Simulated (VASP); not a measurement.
# ZrC (R-3m) in VASP: relaxation of cell and atoms with PBE

Aim: the relaxation of cell and atoms of ZrC with PBE.

Everything below comes from runs of VASP 6.6.1. Logs are shortened: lines on timing, memory, paths and dates and some standing lists are left out, and cuts for length are marked.

## (1) The cell of the first run

Symmetry: R-3m, No. 166, trigonal system. The conventional cell has a = 3.301 Å, b = 3.301 Å, c = 16.633 Å, α = 90.00°, β = 90.00°, γ = 120.00°. Within 2.9 Å of Zr (site symmetry 3m) lie 6 C at 2.17 to 2.58 Å and 3 Zr at 2.82 Å. Within 3.4 Å of C (site symmetry -3m) lie 6 Zr at 2.58 Å and 12 C at 3.30 to 3.36 Å. Within 2.9 Å of C (site symmetry -3m) lie 6 Zr at 2.17 Å.

## (2) Relaxation of cell and atoms, PBE

File INCAR:

```
SYSTEM = ZrC
  ALGO = Normal
  EDIFF = 1E-6
  EDIFFG = -0.04
  ENCUT = 600
  GGA = PE
  IBRION = 2
  ISIF = 3
  ISMEAR = 0
  LASPH = .TRUE.
  LCHARG = .FALSE.
  LREAL = .FALSE.
  LWAVE = .FALSE.
  NELM = 100
  NSW = 90
  PREC = Accurate
  SIGMA = 0.1
```

File KPOINTS:

```
k-points
0
G
  6 6 6
  0 0 0
```

File POSCAR:

```
ZrC
1.0
    1.6505627400      0.9529528400      5.5444170900
   -1.6505627400      0.9529528400      5.5444170900
    0.0000000000     -1.9059056900      5.5444170900
Zr C
2 2
Direct
    0.2708258700      0.2708258700      0.2708258700
    0.7291741300      0.7291741300      0.7291741300
    0.5000000000      0.5000000000      0.5000000000
    0.0000000000      0.0000000000      0.0000000000
```

Potentials or basis: VASP PAW PBE potentials, release 64 (Zr_sv, C).

Launch:

```
$ cat potpaw_PBE.64/Zr_sv/POTCAR potpaw_PBE.64/C/POTCAR > POTCAR
$ mpirun -np 1 vasp_std > vasp.out
```

OUTCAR:

```text
SYSTEM = ZrC
   EDIFF = 1E-6
   EDIFFG = -0.04
   ENCUT = 600
   GGA = PE
   IBRION = 2
   ISIF = 3
   ISMEAR = 0
   LASPH = .TRUE.
   LREAL = .FALSE.
   NELM = 100
   NSW = 90
   PREC = Accurate

 ion  position               nearest neighbor table
   1  0.271  0.271  0.271-   4 2.17   4 2.17   4 2.17   3 2.58   3 2.58   3 2.58   2 2.82   2 2.82
                             2 2.82
   2  0.729  0.729  0.729-   4 2.17   4 2.17   4 2.17   3 2.58   3 2.58   3 2.58   1 2.82   1 2.82
                             1 2.82
   3  0.500  0.500  0.500-   1 2.58   1 2.58   2 2.58   2 2.58   1 2.58   2 2.58
   4  0.000  0.000  0.000-   2 2.17   2 2.17   1 2.17   1 2.17   2 2.17   1 2.17

  LATTYP: Found a trigonal (rhomboedric) cell.
 ALAT       =     5.8628523213
 COS(alpha) =     0.8414828847

  Lattice vectors:

 A1 = (   1.6505627400,   0.9529528400,   5.5444170900)
 A2 = (  -1.6505627400,   0.9529528400,   5.5444170900)
 A3 = (   0.0000000000,  -1.9059056900,   5.5444170900)

Analysis of symmetry for initial positions (statically):
=====================================================================
 Subroutine PRICEL returns:
 Original cell was already a primitive cell.

 Routine SETGRP: Setting up the symmetry group for a
 trigonal (rhombohedral) supercell.

 Subroutine GETGRP returns: Found 12 space group operations
 (whereof 12 operations were pure point group operations)
 out of a pool of 12 trial point group operations.

The static configuration has the point symmetry D_3d.

Analysis of symmetry for dynamics (positions and initial velocities):
=====================================================================
 Subroutine PRICEL returns:
 Original cell was already a primitive cell.

 Routine SETGRP: Setting up the symmetry group for a
 trigonal (rhombohedral) supercell.

 Subroutine GETGRP returns: Found 12 space group operations
 (whereof 12 operations were pure point group operations)
 out of a pool of 12 trial point group operations.

The dynamic configuration has the point symmetry D_3d.

 Subroutine INISYM returns: Found 12 space group operations
 (whereof 12 operations are pure point group operations),
 and found     1 'primitive' translations

----------------------------------------------------------------------------------------

                                     Primitive cell

  volume of cell :      52.3252

  direct lattice vectors                    reciprocal lattice vectors
     1.650562740  0.952952840  5.544417090     0.302926988  0.174894978  0.060120537
    -1.650562740  0.952952840  5.544417090    -0.302926988  0.174894978  0.060120537
     0.000000000 -1.905905690  5.544417090     0.000000000 -0.349789956  0.060120537

  length of vectors
     5.862852321  5.862852321  5.862852323     0.354918995  0.354918995  0.354918994

  position of ions in fractional coordinates (direct lattice)
     0.270825870  0.270825870  0.270825870
     0.729174130  0.729174130  0.729174130
     0.500000000  0.500000000  0.500000000
     0.000000000  0.000000000  0.000000000

  ion indices of the primitive-cell ions
   primitive index   ion index
                 1           1
                 2           2
                 3           3
                 4           4

----------------------------------------------------------------------------------------

 KPOINTS: k-points

Automatic generation of k-mesh.
 Grid dimensions read from file:
 generate k-points for:    6    6    6

 Generating k-lattice:

  Cartesian coordinates                     Fractional coordinates (reciprocal lattice)
     0.050487831  0.029149163  0.010020090     0.166666667 -0.000000000 -0.000000000
    -0.050487831  0.029149163  0.010020090    -0.000000000  0.166666667 -0.000000000
     0.000000000 -0.058298326  0.010020089     0.000000000  0.000000000  0.166666667

  Length of vectors
     0.059153166  0.059153166  0.059153166

  Shift w.r.t. Gamma in fractional coordinates (k-lattice)
     0.000000000  0.000000000  0.000000000

 Subroutine IBZKPT returns following result:
 ===========================================

 Found     32 irreducible k-points:

 Following reciprocal coordinates:
            Coordinates               Weight
  0.000000  0.000000  0.000000      1.000000
  0.166667 -0.000000  0.000000      6.000000
  0.333333  0.000000 -0.000000      6.000000
  0.500000 -0.000000  0.000000      3.000000
  0.166667  0.166667  0.000000      6.000000
  0.333333  0.166667  0.000000     12.000000
[... 16 lines left out ...]
  0.500000  0.500000  0.166667      6.000000
 -0.333333  0.500000  0.166667     12.000000
 [... further k-points ...]
   k-points           NKPTS =     32   k-points in BZ     NKDIM =     32   number of bands    NBANDS=     20
   number of dos      NEDOS =    301   number of ions     NIONS =      4
   total plane-waves  NPLWV = 110592
   dimension x,y,z NGX =    48 NGY =   48 NGZ =   48
   dimension x,y,z NGXF=    96 NGYF=   96 NGZF=   96
   ions per type =               2   2
   NGX,Y,Z   is equivalent  to a cutoff of  13.61, 13.61, 13.61 a.u.
   NGXF,Y,Z  is equivalent  to a cutoff of  27.22, 27.22, 27.22 a.u.
 SYSTEM =  ZrC
   PREC   = accura    normal or accurate (medium, high low for compatibility)
   ISTART =      0    job   : 0-new  1-cont  2-samecut
   ICHARG =      2    charge: 1-file 2-atom 10-const
   ISPIN  =      1    spin polarized calculation?
   LNONCOLLINEAR =      F non collinear calculations
   LSORBIT =      F    spin-orbit coupling
   LASPH  =      T    aspherical Exc in radial PAW
   ENCUT  =  600.0 eV  44.10 Ry    6.64 a.u.  11.71 11.71 11.71*2*pi/ulx,y,z
   NELM   =    100;   NELMIN=  2; NELMDL= -5     # of ELM steps
   EDIFF  = 0.1E-05   stopping-criterion for ELM
   LREAL  =      F    real-space projection
   EDIFFG = -.4E-01   stopping-criterion for IOM
   NSW    =     90    number of steps for IOM
   IBRION =      2    ionic relax: 0-MD 1-quasi-New 2-CG
   NFREE  =      1    steps in history (QN), initial steepest desc. (CG)
   ISIF   =      3    stress and relaxation
   ISYM   =      2    0-nonsym 1-usesym 2-fastsym
   POTIM  = 0.5000    time-step for ionic-motion
   TEBEG  =    0.0;   TEEND  =   0.0 temperature during run
   PSTRESS=    0.0 pullay stress
   NELECT =      32.0000    total number of electrons
   NUPDOWN=      -1.0000    fix difference up-down
   EMIN   =  10.00;   EMAX   =-10.00  energy-range for DOS
   EFERMI =   0.00;   METHOD = LEGACY
   ISMEAR =     0;   SIGMA  =   0.10  broadening in eV -4-tet -1-fermi 0-gaus
   EFERMI_NEDOS =   21; number of points for ismear=-14 and -15
   IALGO  =     38    algorithm
   IMIX   =      4    mixing-type and parameters
     AMIX     =   0.40;   BMIX     =  1.00
     AMIX_MAG =   1.60;   BMIX_MAG =  1.00
  volume/ion in A,a.u.               =      13.08        88.28
  Fermi-wavevector in a.u.,A,eV,Ry     =   1.389594  2.625952 26.272466  1.930972
  Thomas-Fermi vector in A             =   2.513610
   LORBIT       =      0    0 simple, 1 ext, 2 COOP (PROOUT), +10 PAW based schemes
   GGA     = PE    functional components
   LHFCALC =     F    Hartree Fock is set to
   AEXX    =    0.0000 exact exchange contribution
   IVDW    =     0    specifies the selected vdW correction
   LEPSILON=     F    determine dielectric tensor
   LRPA    =     F    only Hartree local field effects (RPA)
 conjugate gradient relaxation of ions
 non-spin polarized calculation
 Gauss-broadening in eV      SIGMA  =   0.10
  energy-cutoff  :      600.00
  volume of cell :       52.33
 maximum number of plane-waves:      1774
   NGX = 23   NGY = 23   NGZ = 23

--------------------------------------- Ionic step        1  -------------------------------------------

 number of electron      32.0000000 magnetization

 Free energy of the ion-electron system (eV)
  ---------------------------------------------------
  ext. energy  EPLUGINS =         0.00000000
  ---------------------------------------------------
  free energy    TOTEN  =       -35.25495848 eV

  energy without entropy =      -35.24780677  energy(sigma->0) =      -35.25138262

------------------------ aborting loop because EDIFF is reached ----------------------------------------

  FORCE on cell =-STRESS in cart. coord.  units (eV):
  Direction    XX          YY          ZZ          XY          YZ          ZX
  --------------------------------------------------------------------------------------
  -------------------------------------------------------------------------------------
  Total        7.0408336      7.0408336      8.6219726     -0.0000000     -0.0000000      0.0000000
  in kB      215.5877452    215.5877457    264.0016443     -0.0000000     -0.0000002      0.0000000
  external PRESSURE =     231.7257117 kB  Pullay stress =       0.0000000 kB
[... 95 lines left out ...]
  FREE ENERGIE OF THE ION-ELECTRON SYSTEM (eV)
  ---------------------------------------------------
  free  energy   TOTEN  =       -38.0629282708 eV

  energy  without entropy=      -38.0550156477  energy(sigma->0) =      -38.05897196

 E-fermi :  10.3117     XC(G=0): -12.4268

 val. band max:       10.2291187438   @ k =   0.1667   0.1667   0.1667
 cond. band min:      10.3660079364   @ k =   0.5000   0.5000   0.1667
 fundamental gap:      0.1368891927
 Fermi energy:        10.3116991379

 k-point     1 :       0.0000    0.0000    0.0000
  band No.  band energies     occupation
      1     -37.5802      2.00000
      2     -37.4217      2.00000
      3     -16.3338      2.00000
      4     -15.3427      2.00000
      5     -15.3427      2.00000
      6     -15.2276      2.00000
[... 541 lines left out ...]
     19      15.2671      0.00000
     20      15.7004      0.00000

 [... further k-points ...]

[... ionic steps 4 to 7 ...]

--------------------------------------- Ionic step        8  -------------------------------------------

 number of electron      32.0000000 magnetization

------------------------ aborting loop because EDIFF is reached ----------------------------------------
[... 71 lines left out ...]
--------------------------------------- Ionic step       10  -------------------------------------------

 number of electron      32.0000000 magnetization

 Free energy of the ion-electron system (eV)
  ---------------------------------------------------
  ext. energy  EPLUGINS =         0.00000000
  ---------------------------------------------------
  free energy    TOTEN  =       -38.90760845 eV

  energy without entropy =      -38.90371912  energy(sigma->0) =      -38.90566378

 E-fermi :   9.5683     XC(G=0): -12.0994

 val. band max:        9.4490922890   @ k =   0.1667   0.1667   0.1667
 cond. band min:       9.5851099603   @ k =   0.5000   0.5000   0.0000
 fundamental gap:      0.1360176713
 Fermi energy:         9.5683240008

 k-point     1 :       0.0000    0.0000    0.0000
  band No.  band energies     occupation
      1     -38.6006      2.00000
      2     -38.5009      2.00000
      3     -17.1505      2.00000
      4     -16.3951      2.00000
      5     -16.3951      2.00000
      6     -16.3161      2.00000
[... 541 lines left out ...]
     19      14.2258      0.00000
     20      14.7252      0.00000

 [... further k-points ...]

------------------------ aborting loop because EDIFF is reached ----------------------------------------

  FORCE on cell =-STRESS in cart. coord.  units (eV):
  Direction    XX          YY          ZZ          XY          YZ          ZX
  --------------------------------------------------------------------------------------
  -------------------------------------------------------------------------------------
  Total       -0.0042910     -0.0042910     -0.0193067      0.0000000      0.0000000      0.0000000
  in kB       -0.1315097     -0.1315097     -0.5917121      0.0000000      0.0000000      0.0000000
  external PRESSURE =      -0.2849105 kB  Pullay stress =       0.0000000 kB
[... 19 lines left out ...]
  FREE ENERGIE OF THE ION-ELECTRON SYSTEM (eV)
  ---------------------------------------------------
  free  energy   TOTEN  =       -38.9076084507 eV

  energy  without entropy=      -38.9037191177  energy(sigma->0) =      -38.90566378

 reached required accuracy - stopping structural energy minimisation
```

Run time: 24 min. Hardware: 1 thread of AMD EPYC 7R43 (Zen 3), shared host; peak memory 0.34 GiB.

What came out:

* Free energy: -38.9076 eV
* Relaxed volume: 13.07 Å³/atom
* Relaxed cell: a = 5.758 Å, b = 5.758 Å, c = 5.758 Å, α = 33.67°, β = 33.67°, γ = 33.67°
* Space group after relaxing (to 0.1 Å): Fm-3m (No. 225)
* Energy gained by relaxing: 913.2 meV/atom
* Ionic steps: 10
* Pressure after relaxing: 0.0 GPa
* Largest force after relaxing: 0.012 eV/Å
* Band gap on the k mesh: zero (bands 16 and 17 overlap by 1.20 eV)

Forces in eV/Å, atoms in the order of the input:
```
Zr   0.000  0.000  0.012
Zr   0.000  0.000 -0.012
C    0.000  0.000  0.000
C    0.000  0.000  0.000
```

Step by step:
| step | energy change (eV) | largest force (eV/Å) | pressure (GPa) | volume (Å³) |
| --- | --- | --- | --- | --- |
| 1 | 0.0000 | 9.9075 | 23.17 | 52.33 |
| 2 | -1.1893 | 2.0102 | -31.86 | 67.99 |
| 3 | -2.8080 | 1.7808 | -22.33 | 60.10 |
| 4 | -2.8168 | 2.0907 | -21.15 | 59.68 |
| 5 | -3.0852 | 4.0393 | 19.37 | 48.88 |
| 6 | -3.6220 | 0.5173 | -3.56 | 53.16 |
| 7 | -3.6225 | 0.5982 | -3.06 | 53.03 |
| 8 | -3.6434 | 0.4952 | 1.87 | 51.85 |
| 9 | -3.6508 | 0.1081 | 0.12 | 52.24 |
| 10 | -3.6526 | 0.0118 | -0.03 | 52.28 |

Final structure:
```cif
data_structure
_symmetry_space_group_name_H-M 'P 1'
_symmetry_Int_Tables_number 1
_cell_length_a 5.7585
_cell_length_b 5.7585
_cell_length_c 5.7585
_cell_angle_alpha 33.666
_cell_angle_beta 33.666
_cell_angle_gamma 33.666
_cell_volume 52.28
loop_
_atom_site_label
_atom_site_type_symbol
_atom_site_fract_x
_atom_site_fract_y
_atom_site_fract_z
_atom_site_occupancy
Zr1 Zr 0.24998 0.24998 0.24998 1
Zr2 Zr 0.75002 0.75002 0.75002 1
C1 C 0.50000 0.50000 0.50000 1
C2 C 0.00000 0.00000 0.00000 1
```

Levels at points of the mesh, in eV from the Fermi level:
```
           k point  band 13  band 14  band 15  band 16  band 17  band 18  band 19  band 20
(0.00, 0.00, 0.00)    -2.96     0.90     0.90     0.92     1.04     1.04     1.09     2.76
(0.50, 0.00, 0.00)    -2.43    -2.43    -1.79    -1.78     1.56     1.57     4.89     4.89
(0.50, 0.50, 0.00)    -2.92    -2.10    -1.77     0.02     0.03     4.38     4.40     4.44
(0.50, 0.50, 0.50)    -1.79    -1.79    -1.79    -1.79     2.50     2.50     2.51     2.51
```

Caveat: the k points lie up to 0.37 Å⁻¹ apart in the final cell, too coarse for converged energies and pressures of a metal.

The gap in the log of VASP goes by the Fermi energy; the results here count the filled bands.